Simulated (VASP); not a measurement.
# Li (R-3m) in VASP: single point with PBEsol

Aim: the single point of Li with PBEsol.

All numbers are computed with VASP 6.6.1; they aren't measurements. Logs are shortened: lines on timing, memory, paths and dates and some standing lists are left out, and cuts for length are marked.

## (1) The cell of the first run

It takes space group R-3m (No. 166, trigonal). Conventional cell: a = 3.101 Å, b = 3.101 Å, c = 22.765 Å, α = 90.00°, β = 90.00°, γ = 120.00°. Li (site symmetry -3m) has 12 Li at 3.10 Å within 4.1 Å. Li (site symmetry 3m) has 12 Li at 3.09 to 3.10 Å within 4.1 Å.

## (2) Single point, PBEsol

The input, INCAR:

```
PREC = Accurate ; ENCUT = 750
EDIFF = 1E-6 ; ISMEAR = -1
SIGMA = 0.15 ; LREAL = False
LASPH = True ; NELM = 120
ALGO = Normal ; ISIF = 2
LWAVE = False ; LCHARG = False
GGA = PS ; NBANDS = 12
GGA_COMPAT = False
```

The input, KPOINTS:

```
regular mesh
0
Gamma
  12 12 12
```

The input, POSCAR:

```
Li
1.0
    1.5505000000      0.8951815924      7.5883000000
   -1.5505000000      0.8951815924      7.5883000000
    0.0000000000     -1.7903631848      7.5883000000
Li
3
Direct
    0.0000000000      0.0000000000      0.0000000000
    0.2220033333      0.2220033333      0.2220033333
    0.7779966667      0.7779966667      0.7779966667
```

Potentials or basis: VASP PAW PBE potentials, release 64 (Li_sv).

Launch:

```
$ cat potpaw_PBE.64/Li_sv/POTCAR > POTCAR
$ mpirun -np 1 vasp_std > vasp.out
```

OUTCAR:

```text
PREC = Accurate
   ENCUT = 750
   EDIFF = 1E-6
   ISMEAR = -1
   LREAL = False
   LASPH = True
   NELM = 120
   ISIF = 2
   GGA = PS

 ion  position               nearest neighbor table
   1  0.000  0.000  0.000-
   2  0.222  0.222  0.222-
   3  0.778  0.778  0.778-

  LATTYP: Found a trigonal (rhomboedric) cell.
 ALAT       =     7.7966465370
 COS(alpha) =     0.9209033946

  Lattice vectors:

 A1 = (   1.5505000000,   0.8951815924,   7.5883000000)
 A2 = (  -1.5505000000,   0.8951815924,   7.5883000000)
 A3 = (   0.0000000000,  -1.7903631848,   7.5883000000)

Analysis of symmetry for initial positions (statically):
=====================================================================
 Subroutine PRICEL returns:
 Original cell was already a primitive cell.

 Routine SETGRP: Setting up the symmetry group for a
 trigonal (rhombohedral) supercell.

 Subroutine GETGRP returns: Found 12 space group operations
 (whereof 12 operations were pure point group operations)
 out of a pool of 12 trial point group operations.

The static configuration has the point symmetry D_3d.

Analysis of symmetry for dynamics (positions and initial velocities):
=====================================================================
 Subroutine PRICEL returns:
 Original cell was already a primitive cell.

 Routine SETGRP: Setting up the symmetry group for a
 trigonal (rhombohedral) supercell.

 Subroutine GETGRP returns: Found 12 space group operations
 (whereof 12 operations were pure point group operations)
 out of a pool of 12 trial point group operations.

The dynamic configuration has the point symmetry D_3d.

 Subroutine INISYM returns: Found 12 space group operations
 (whereof 12 operations are pure point group operations),
 and found     1 'primitive' translations

----------------------------------------------------------------------------------------

                                     Primitive cell

  volume of cell :      63.1944

  direct lattice vectors                    reciprocal lattice vectors
     1.550500000  0.895181592  7.588300000     0.322476620  0.186181964  0.043927274
    -1.550500000  0.895181592  7.588300000    -0.322476620  0.186181964  0.043927274
     0.000000000 -1.790363185  7.588300000     0.000000000 -0.372363927  0.043927274

  length of vectors
     7.796646537  7.796646537  7.796646537     0.374945996  0.374945996  0.374945996

  position of ions in fractional coordinates (direct lattice)
     0.000000000  0.000000000  0.000000000
     0.222003333  0.222003333  0.222003333
     0.777996667  0.777996667  0.777996667

  ion indices of the primitive-cell ions
   primitive index   ion index
                 1           1
                 2           2
                 3           3

----------------------------------------------------------------------------------------

 KPOINTS: regular mesh

Automatic generation of k-mesh.
 Grid dimensions read from file:
 generate k-points for:   12   12   12

 Generating k-lattice:

  Cartesian coordinates                     Fractional coordinates (reciprocal lattice)
     0.026873052  0.015515164  0.003660606     0.083333333  0.000000000  0.000000000
    -0.026873052  0.015515164  0.003660606     0.000000000  0.083333333  0.000000000
     0.000000000 -0.031030327  0.003660606     0.000000000  0.000000000  0.083333333

  Length of vectors
     0.031245500  0.031245500  0.031245500

  Shift w.r.t. Gamma in fractional coordinates (k-lattice)
     0.000000000  0.000000000  0.000000000

 Subroutine IBZKPT returns following result:
 ===========================================

 Found    189 irreducible k-points:

 Following reciprocal coordinates:
            Coordinates               Weight
  0.000000  0.000000  0.000000      1.000000
  0.083333  0.000000  0.000000      6.000000
  0.166667  0.000000  0.000000      6.000000
  0.250000  0.000000  0.000000      6.000000
  0.333333  0.000000  0.000000      6.000000
  0.416667  0.000000  0.000000      6.000000
[... 16 lines left out ...]
  0.500000  0.166667  0.000000     12.000000
 -0.416667  0.166667  0.000000     12.000000
 [... further k-points ...]
   k-points           NKPTS =    189   k-points in BZ     NKDIM =    189   number of bands    NBANDS=     12
   number of dos      NEDOS =    301   number of ions     NIONS =      3
   total plane-waves  NPLWV = 343000
   dimension x,y,z NGX =    70 NGY =   70 NGZ =   70
   dimension x,y,z NGXF=   140 NGYF=  140 NGZF=  140
   ions per type =               3
   NGX,Y,Z   is equivalent  to a cutoff of  14.93, 14.93, 14.93 a.u.
   NGXF,Y,Z  is equivalent  to a cutoff of  29.85, 29.85, 29.85 a.u.
 SYSTEM =  unknown system
   PREC   = accura    normal or accurate (medium, high low for compatibility)
   ISTART =      0    job   : 0-new  1-cont  2-samecut
   ICHARG =      2    charge: 1-file 2-atom 10-const
   ISPIN  =      1    spin polarized calculation?
   LNONCOLLINEAR =      F non collinear calculations
   LSORBIT =      F    spin-orbit coupling
   LASPH  =      T    aspherical Exc in radial PAW
   ENCUT  =  750.0 eV  55.12 Ry    7.42 a.u.  17.41 17.41 17.41*2*pi/ulx,y,z
   NELM   =    120;   NELMIN=  2; NELMDL= -5     # of ELM steps
   EDIFF  = 0.1E-05   stopping-criterion for ELM
   LREAL  =      F    real-space projection
   EDIFFG = 0.1E-04   stopping-criterion for IOM
   NSW    =      0    number of steps for IOM
   IBRION =     -1    ionic relax: 0-MD 1-quasi-New 2-CG
   NFREE  =      0    steps in history (QN), initial steepest desc. (CG)
   ISIF   =      2    stress and relaxation
   ISYM   =      2    0-nonsym 1-usesym 2-fastsym
   POTIM  = 0.5000    time-step for ionic-motion
   TEBEG  =    0.0;   TEEND  =   0.0 temperature during run
   PSTRESS=    0.0 pullay stress
   NELECT =       9.0000    total number of electrons
   NUPDOWN=      -1.0000    fix difference up-down
   EMIN   =  10.00;   EMAX   =-10.00  energy-range for DOS
   EFERMI =   0.00;   METHOD = LEGACY
   ISMEAR =    -1;   SIGMA  =   0.15  broadening in eV -4-tet -1-fermi 0-gaus
   EFERMI_NEDOS =   21; number of points for ismear=-14 and -15
   IALGO  =     38    algorithm
   IMIX   =      4    mixing-type and parameters
     AMIX     =   0.40;   BMIX     =  1.00
     AMIX_MAG =   1.60;   BMIX_MAG =  1.00
  volume/ion in A,a.u.               =      21.06       142.15
  Fermi-wavevector in a.u.,A,eV,Ry     =   0.854928  1.615579  9.944520  0.730902
  Thomas-Fermi vector in A             =   1.971599
   LORBIT       =      0    0 simple, 1 ext, 2 COOP (PROOUT), +10 PAW based schemes
   GGA     = PS    functional components
   LHFCALC =     F    Hartree Fock is set to
   AEXX    =    0.0000 exact exchange contribution
   IVDW    =     0    specifies the selected vdW correction
   LEPSILON=     F    determine dielectric tensor
   LRPA    =     F    only Hartree local field effects (RPA)
 non-spin polarized calculation
  energy-cutoff  :      750.00
  volume of cell :       63.19
 maximum number of plane-waves:      2969
 NGX is ok and might be reduce to    70
   NGX = 35   NGY = 35   NGZ = 35

 number of electron       9.0000001 magnetization

 Free energy of the ion-electron system (eV)
  ---------------------------------------------------
  ext. energy  EPLUGINS =         0.00000000
  ---------------------------------------------------
  free energy    TOTEN  =        -5.95593674 eV

  energy without entropy =       -5.85253986  energy(sigma->0) =       -5.90423830

 E-fermi :   0.5022     XC(G=0):  -6.9245

 val. band max:        0.4824624520   @ k =  -0.1667   0.1667   0.1667
 cond. band min:       0.5058112504   @ k =  -0.3333   0.1667   0.1667
 fundamental gap:      0.0233487984
 Fermi energy:         0.5021728716

 k-point     1 :       0.0000    0.0000    0.0000
  band No.  band energies     occupation
      1     -45.4506      2.00000
      2     -45.4385      2.00000
      3     -45.4341      2.00000
      4      -2.9938      2.00000
      5      -1.0570      1.99994
      6      -1.0562      1.99994
      7       6.0487      0.00000
      8       6.0739      0.00000
      9      13.0046      0.00000
     10      13.0046      0.00000
     11      13.1428      0.00000
     12      13.1428      0.00000

 k-point     2 :       0.0833    0.0000    0.0000
  band No.  band energies     occupation
      1     -45.4497      2.00000
      2     -45.4379      2.00000
      3     -45.4335      2.00000
      4      -2.8835      2.00000
      5      -1.0441      1.99993
      6      -0.8355      1.99973
      7       5.8948      0.00000
      8       6.3599      0.00000
      9      11.7565      0.00000
     10      12.2261      0.00000
     11      12.5128      0.00000
     12      12.6864      0.00000

 k-point     3 :       0.1667    0.0000    0.0000
  band No.  band energies     occupation
      1     -45.4471      2.00000
      2     -45.4362      2.00000
      3     -45.4318      2.00000
      4      -2.5521      2.00000
      5      -0.8035      1.99967
      6      -0.3788      1.99439
      7       5.8205      0.00000
      8       6.7732      0.00000
      9       9.7241      0.00000
     10      10.6826      0.00000
     11      11.2117      0.00000
     12      11.6816      0.00000
[... 286 lines left out ...]
 k-point    23 :       0.5000    0.1667    0.0000
  band No.  band energies     occupation
      1     -45.4362      2.00000
      2     -45.4286      2.00000
      3     -45.4261      2.00000
      4       0.1213      1.85370
      5       1.1641      0.02395
      6       2.3877      0.00001
      7       3.9701      0.00000
      8       4.9999      0.00000
      9       5.6458      0.00000
     10       6.4570      0.00000
     11       7.5155      0.00000
     12       8.8959      0.00000

 k-point    24 :      -0.4167    0.1667    0.0000
  band No.  band energies     occupation
      1     -45.4354      2.00000
      2     -45.4277      2.00000
      3     -45.4259      2.00000
      4       0.8871      0.14267
      5       1.6581      0.00090
      6       1.9539      0.00013
      7       4.0771      0.00000
      8       4.3129      0.00000
      9       4.9176      0.00000
     10       6.7538      0.00000
     11       7.2871      0.00000
     12       8.9244      0.00000

 [... further k-points ...]
[... 5 lines left out ...]
  --------------------------------------------------------------------------------------
  -------------------------------------------------------------------------------------
  Total       -0.2378937     -0.2378937     -0.2452199      0.0000000     -0.0000000      0.0000000
  in kB       -6.0313551     -6.0313551     -6.2170964      0.0000000     -0.0000000      0.0000000
  external PRESSURE =      -6.0932689 kB  Pullay stress =       0.0000000 kB

 VOLUME and BASIS-vectors are now :
 -----------------------------------------------------------------------------
  energy-cutoff  :      750.00
  volume of cell :       63.19
      direct lattice vectors                 reciprocal lattice vectors
     1.550500000  0.895181592  7.588300000     0.322476620  0.186181964  0.043927274
    -1.550500000  0.895181592  7.588300000    -0.322476620  0.186181964  0.043927274
     0.000000000 -1.790363185  7.588300000     0.000000000 -0.372363927  0.043927274

 POSITION                                       TOTAL-FORCE (eV/Angst)
 -----------------------------------------------------------------------------------
      0.00000      0.00000      0.00000         0.000000      0.000000     -0.000000
      0.00000      0.00000      5.05388         0.000000      0.000000      0.009248
      0.00000      0.00000     17.71102         0.000000     -0.000000     -0.009248
 -----------------------------------------------------------------------------------
    total drift:                                0.000000     -0.000000      0.000000

  FREE ENERGIE OF THE ION-ELECTRON SYSTEM (eV)
  ---------------------------------------------------
  free  energy   TOTEN  =        -5.9559367398 eV

  energy  without entropy=       -5.8525398569  energy(sigma->0) =       -5.90423830
```

Run time: 40 min. Hardware: 1 thread of AMD EPYC, shared host; peak memory 0.67 GiB.

What came out:

```
Free energy            : -5.9559 eV
Pressure               : -0.6 GPa
Largest force          : 0.009 eV/Å
Band gap on the k mesh : zero (an odd number of electrons rules out a gap without spin polarisation)
```

Forces in eV/Å, atoms in the order of the input:
```
Li   0.000  0.000  0.000
Li   0.000  0.000  0.009
Li   0.000  0.000 -0.009
```

Caveat: the PAW data sets were made with another functional, which shifts forces and pressure a little.
